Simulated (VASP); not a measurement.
Wanted: the native input for a VASP 6.6.1 run.

```
Task                   : single point
Functional             : PBE
Dispersion             : D3(BJ)
Potentials or basis    : VASP PAW PBE potentials, release 64 (Te, Bi_d)
Cutoff                 : 400 eV
k mesh                 : 12 × 12 × 1
Occupations            : gaussian, width 0.03 eV
Spin                   : no spin polarisation
Dipole correction      : yes
Further INCAR settings : ALGO = Normal; EDIFF = 1e-06; NBANDS = 32; NELMDL = -8
```

The structure of Bi2Te3 (m.B) lies in POSCAR:

```
Bi2Te3
1.0
    4.3545546078      0.0000000000      0.0000000000
   -2.1772773039      3.7711549125      0.0000000000
    0.0000000000      0.0000000000     38.9599999965
Te Bi
3 2
Direct
    0.6666666667      0.3333333333      0.1798081924
    0.0000000000      0.0000000000      0.2769507187
    0.3333333333      0.6666666667      0.3740932451
    0.3333333333      0.6666666667      0.2244135441
    0.6666666667      0.3333333333      0.3294878934
```

The input as run:

INCAR

```
  PREC = Accurate
  ENCUT = 400
  EDIFF = 1E-6
  ISMEAR = 0
  SIGMA = 0.03
  LREAL = False
  LASPH = True
  NELM = 120
  ALGO = Normal
  ISIF = 2
  LWAVE = False
  LCHARG = False
  LDIPOL = True
  IDIPOL = 3
  DIPOL = 0.5 0.5 0.277
  GGA = PE
  IVDW = 12
  NBANDS = 32
  GGA_COMPAT = False
  NELMDL = -8
```

KPOINTS

```
Automatic mesh
0
Gamma
  12 12 1
```

Potentials or basis: VASP PAW PBE potentials, release 64 (Te, Bi_d).

Run with:

```bash
$ cat potpaw_PBE.64/Te/POTCAR potpaw_PBE.64/Bi_d/POTCAR > POTCAR
$ mpirun -np 1 vasp_std > vasp.out
```

It gave:

| Property | Result |
| --- | --- |
| Largest force | 0.009 eV/Å |
| Band gap on the k mesh | 1.06 eV, indirect (least direct gap 1.29 eV) |
| Dispersion energy per atom | -0.356 eV |

Caveat: spin-orbit coupling is left out, which moves the levels of the heavy elements.

It took 8.4 min on 1 thread of Intel Xeon 6975P-C, with other jobs on the host, peak memory 0.58 GiB.
